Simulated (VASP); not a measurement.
# Si (P6_3/mmc) in VASP: further runs, part 3 of 3

VASP 6.6.1. Earlier steps stand in the parts before.

## 5. Single point, PBE

The input, INCAR:

```
  PREC = Accurate
  ENCUT = 500
  EDIFF = 1E-6
  ISMEAR = -1
  SIGMA = 0.1
  LREAL = False
  LASPH = True
  NELM = 120
  ALGO = Normal
  ISIF = 2
  LWAVE = False
  LCHARG = False
  GGA = PE
  NBANDS = 16
  GGA_COMPAT = False
```

The input, KPOINTS:

```
regular mesh
0
Gamma
  6 6 3
```

The input, POSCAR:

```
Si
1.0
    3.8313174600      0.0000000000      0.0000000000
   -1.9156587300      3.3180182503      0.0000000000
    0.0000000000      0.0000000000      6.3326220000
Si
4
Direct
    0.3333333333      0.6666666667      0.0630095000
    0.3333333333      0.6666666667      0.4369905000
    0.6666666667      0.3333333333      0.5630095000
    0.6666666667      0.3333333333      0.9369905000
```

Potentials or basis: VASP PAW PBE potentials, release 64 (Si).

Run with:

```sh
> cat potpaw_PBE.64/Si/POTCAR > POTCAR
> mpirun -np 1 vasp_std > vasp.out
```

OUTCAR:

```text
PREC = Accurate
   ENCUT = 500
   EDIFF = 1E-6
   ISMEAR = -1
   LREAL = False
   LASPH = True
   NELM = 120
   ISIF = 2
   GGA = PE

 ion  position               nearest neighbor table
   1  0.333  0.667  0.063-   4 2.35   4 2.35   4 2.35   2 2.37
   2  0.333  0.667  0.437-   3 2.35   3 2.35   3 2.35   1 2.37
   3  0.667  0.333  0.563-   2 2.35   2 2.35   2 2.35   4 2.37
   4  0.667  0.333  0.937-   1 2.35   1 2.35   1 2.35   3 2.37

  LATTYP: Found a hexagonal cell.
 ALAT       =     3.8313174600
 C/A-ratio  =     1.6528575526

  Lattice vectors:

 A1 = (   3.8313174600,   0.0000000000,   0.0000000000)
 A2 = (  -1.9156587300,   3.3180182503,   0.0000000000)
 A3 = (   0.0000000000,   0.0000000000,   6.3326220000)

Analysis of symmetry for initial positions (statically):
=====================================================================
 Subroutine PRICEL returns:
 Original cell was already a primitive cell.

 Routine SETGRP: Setting up the symmetry group for a
 hexagonal supercell.

 Subroutine GETGRP returns: Found 24 space group operations
 (whereof 12 operations were pure point group operations)
 out of a pool of 24 trial point group operations.

The static configuration has the point symmetry D_3d.
 The point group associated with its full space group is D_6h.

Analysis of symmetry for dynamics (positions and initial velocities):
=====================================================================
 Subroutine PRICEL returns:
 Original cell was already a primitive cell.

 Routine SETGRP: Setting up the symmetry group for a
 hexagonal supercell.

 Subroutine GETGRP returns: Found 24 space group operations
 (whereof 12 operations were pure point group operations)
 out of a pool of 24 trial point group operations.

The dynamic configuration has the point symmetry D_3d.
 The point group associated with its full space group is D_6h.

 Subroutine INISYM returns: Found 24 space group operations
 (whereof 12 operations are pure point group operations),
 and found     1 'primitive' translations

----------------------------------------------------------------------------------------

                                     Primitive cell

  volume of cell :      80.5027

  direct lattice vectors                    reciprocal lattice vectors
     3.831317460  0.000000000  0.000000000     0.261006823  0.150692360  0.000000000
    -1.915658730  3.318018250  0.000000000     0.000000000  0.301384720  0.000000000
     0.000000000  0.000000000  6.332622000     0.000000000  0.000000000  0.157912473

  length of vectors
     3.831317460  3.831317460  6.332622000     0.301384720  0.301384720  0.157912473

  position of ions in fractional coordinates (direct lattice)
     0.333333333  0.666666667  0.063009500
     0.333333333  0.666666667  0.436990500
     0.666666667  0.333333333  0.563009500
     0.666666667  0.333333333  0.936990500

  ion indices of the primitive-cell ions
   primitive index   ion index
                 1           1
                 2           2
                 3           3
                 4           4

----------------------------------------------------------------------------------------

 KPOINTS: regular mesh

Automatic generation of k-mesh.
 Grid dimensions read from file:
 generate k-points for:    6    6    3

 Generating k-lattice:

  Cartesian coordinates                     Fractional coordinates (reciprocal lattice)
     0.043501137  0.025115393  0.000000000     0.166666667  0.000000000  0.000000000
     0.000000000  0.050230787  0.000000000     0.000000000  0.166666667  0.000000000
     0.000000000  0.000000000  0.052637491     0.000000000  0.000000000  0.333333333

  Length of vectors
     0.050230787  0.050230787  0.052637491

  Shift w.r.t. Gamma in fractional coordinates (k-lattice)
     0.000000000  0.000000000  0.000000000

 Subroutine IBZKPT returns following result:
 ===========================================

 Found     14 irreducible k-points:

 Following reciprocal coordinates:
            Coordinates               Weight
  0.000000  0.000000  0.000000      1.000000
  0.166667 -0.000000  0.000000      6.000000
  0.333333 -0.000000  0.000000      6.000000
  0.500000 -0.000000  0.000000      3.000000
  0.166667  0.166667  0.000000      6.000000
  0.333333  0.166667  0.000000     12.000000
  0.333333  0.333333  0.000000      2.000000
  0.000000  0.000000  0.333333      2.000000
  0.166667 -0.000000  0.333333     12.000000
  0.333333 -0.000000  0.333333     12.000000
  0.500000 -0.000000  0.333333      6.000000
  0.166667  0.166667  0.333333     12.000000
  0.333333  0.166667  0.333333     24.000000
  0.333333  0.333333  0.333333      4.000000
   k-points           NKPTS =     14   k-points in BZ     NKDIM =     14   number of bands    NBANDS=     16
   number of dos      NEDOS =    301   number of ions     NIONS =      4
   total plane-waves  NPLWV =  37632
   dimension x,y,z NGX =    28 NGY =   28 NGZ =   48
   dimension x,y,z NGXF=    56 NGYF=   56 NGZF=   96
   ions per type =               4
   NGX,Y,Z   is equivalent  to a cutoff of  12.15, 12.15, 12.60 a.u.
   NGXF,Y,Z  is equivalent  to a cutoff of  24.30, 24.30, 25.20 a.u.
 SYSTEM =  unknown system
   PREC   = accura    normal or accurate (medium, high low for compatibility)
   ISTART =      0    job   : 0-new  1-cont  2-samecut
   ICHARG =      2    charge: 1-file 2-atom 10-const
   ISPIN  =      1    spin polarized calculation?
   LNONCOLLINEAR =      F non collinear calculations
   LSORBIT =      F    spin-orbit coupling
   LASPH  =      T    aspherical Exc in radial PAW
   ENCUT  =  500.0 eV  36.75 Ry    6.06 a.u.   6.99  6.99 11.55*2*pi/ulx,y,z
   NELM   =    120;   NELMIN=  2; NELMDL= -5     # of ELM steps
   EDIFF  = 0.1E-05   stopping-criterion for ELM
   LREAL  =      F    real-space projection
[... 7 lines left out ...]
   TEBEG  =    0.0;   TEEND  =   0.0 temperature during run
   PSTRESS=    0.0 pullay stress
   NELECT =      16.0000    total number of electrons
   NUPDOWN=      -1.0000    fix difference up-down
   EMIN   =  10.00;   EMAX   =-10.00  energy-range for DOS
   EFERMI =   0.00;   METHOD = LEGACY
   ISMEAR =    -1;   SIGMA  =   0.10  broadening in eV -4-tet -1-fermi 0-gaus
   EFERMI_NEDOS =   21; number of points for ismear=-14 and -15
   IALGO  =     38    algorithm
   IMIX   =      4    mixing-type and parameters
     AMIX     =   0.40;   BMIX     =  1.00
     AMIX_MAG =   1.60;   BMIX_MAG =  1.00
  volume/ion in A,a.u.               =      20.13       135.81
  Fermi-wavevector in a.u.,A,eV,Ry     =   0.955384  1.805414 12.418837  0.912759
  Thomas-Fermi vector in A             =   2.084217
   LORBIT       =      0    0 simple, 1 ext, 2 COOP (PROOUT), +10 PAW based schemes
   GGA     = PE    functional components
   LHFCALC =     F    Hartree Fock is set to
   AEXX    =    0.0000 exact exchange contribution
   IVDW    =     0    specifies the selected vdW correction
   LEPSILON=     F    determine dielectric tensor
   LRPA    =     F    only Hartree local field effects (RPA)
 non-spin polarized calculation
  energy-cutoff  :      500.00
  volume of cell :       80.50
 maximum number of plane-waves:      2067
 NGX is ok and might be reduce to    28
   NGX = 13   NGY = 13   NGZ = 23

 number of electron      15.9999999 magnetization

 Free energy of the ion-electron system (eV)
  ---------------------------------------------------
  ext. energy  EPLUGINS =         0.00000000
  ---------------------------------------------------
  free energy    TOTEN  =       -21.61497209 eV

  energy without entropy =      -21.61033198  energy(sigma->0) =      -21.61265204

 E-fermi :   6.1998     XC(G=0):  -9.3813

 val. band max:        6.0326366985   @ k =   0.0000   0.0000   0.0000
 cond. band min:       6.4495527788   @ k =   0.5000  -0.0000   0.0000
 fundamental gap:      0.4169160802
 Fermi energy:         6.1998111084

 k-point     1 :       0.0000    0.0000    0.0000
  band No.  band energies     occupation
      1      -6.1592      2.00000
      2      -3.8752      2.00000
      3      -1.1814      2.00000
      4       4.5149      2.00000
      5       4.5149      2.00000
      6       5.6803      1.98897
[... 243 lines left out ...]
      3      -1.1796      2.00000
      4      -1.1796      2.00000
      5       1.1771      2.00000
      6       2.0337      2.00000
[... 8 lines left out ...]
     15      12.2279      0.00000
     16      12.7062      0.00000

------------------------ aborting loop because EDIFF is reached ----------------------------------------

  FORCE on cell =-STRESS in cart. coord.  units (eV):
  Direction    XX          YY          ZZ          XY          YZ          ZX
  --------------------------------------------------------------------------------------
  -------------------------------------------------------------------------------------
  Total        0.7316194      0.7316194      0.6584595      0.0000000      0.0000000     -0.0000000
  in kB       14.5608019     14.5608019     13.1047640      0.0000000      0.0000000     -0.0000000
  external PRESSURE =      14.0754559 kB  Pullay stress =       0.0000000 kB

 VOLUME and BASIS-vectors are now :
 -----------------------------------------------------------------------------
  energy-cutoff  :      500.00
  volume of cell :       80.50
      direct lattice vectors                 reciprocal lattice vectors
     3.831317460  0.000000000  0.000000000     0.261006823  0.150692360  0.000000000
    -1.915658730  3.318018250  0.000000000     0.000000000  0.301384720  0.000000000
     0.000000000  0.000000000  6.332622000     0.000000000  0.000000000  0.157912473

 POSITION                                       TOTAL-FORCE (eV/Angst)
 -----------------------------------------------------------------------------------
     -0.00000      2.21201      0.39902         0.000000      0.000000     -0.005800
     -0.00000      2.21201      2.76730         0.000000      0.000000      0.005800
      1.91566      1.10601      3.56533        -0.000000     -0.000000     -0.005800
      1.91566      1.10601      5.93361        -0.000000     -0.000000      0.005800
 -----------------------------------------------------------------------------------
    total drift:                               -0.000000      0.000000     -0.000000

  FREE ENERGIE OF THE ION-ELECTRON SYSTEM (eV)
  ---------------------------------------------------
  free  energy   TOTEN  =       -21.6149720893 eV

  energy  without entropy=      -21.6103319822  energy(sigma->0) =      -21.61265204
```

stdout:

```text
POSCAR found type information on POSCAR Si
 POSCAR found :  1 types and       4 ions
 scaLAPACK will be used
 LDA part: xc-table for (Slater+PW92), standard interpolation
 POSCAR, INCAR and KPOINTS ok, starting setup
 FFT: planning ... GRIDC
 FFT: planning ... GRID_SOFT
 FFT: planning ... GRID
 WAVECAR not read
 entering main loop
```

Wall time 31 s (1 thread of Intel Xeon 8259CL, shared host); peak memory 0.15 GiB.

What came out:

```yaml
Free_energy: -21.6150 eV
Pressure: 1.4 GPa
Largest_force: 0.006 eV/Å
Band_gap_on_the_k_mesh: 0.42 eV (least direct gap 1.03 eV)
```

Forces on the atoms (eV/Å):
```
Si   0.000  0.000 -0.006
Si   0.000  0.000  0.006
Si   0.000  0.000 -0.006
Si   0.000  0.000  0.006
```

Stress tensor (GPa, compression positive):
```
1.46 0.00 0.00
0.00 1.46 0.00
0.00 0.00 1.31
```

Caveat: semilocal functionals underestimate gaps, and a narrow one can read as zero.

## 6. The runs side by side

| k mesh | gap on the mesh (eV) | pressure (GPa) | largest force (eV/Å) |
| --- | --- | --- | --- |
| 3 × 3 × 2 | 0.71 | 2.5 | 0.10 |
| 4 × 4 × 2 | 0.41 | 1.7 | 0.06 |
| 5 × 5 × 3 | 0.54 | 1.5 | 0.01 |
| 6 × 6 × 3 | 0.42 | 1.4 | 0.01 |

Alike in all rows: task single point; level PBE; potentials or basis VASP PAW PBE potentials, release 64 (Si); no spin polarisation; cell as given; cutoff (eV) 500; smearing fermi-dirac 0.1 eV.

Caveats: some runs use coarse meshes; semilocal functionals underestimate gaps, and a narrow one can read as zero.

Absolute energies hang on the potentials; compare differences alone.
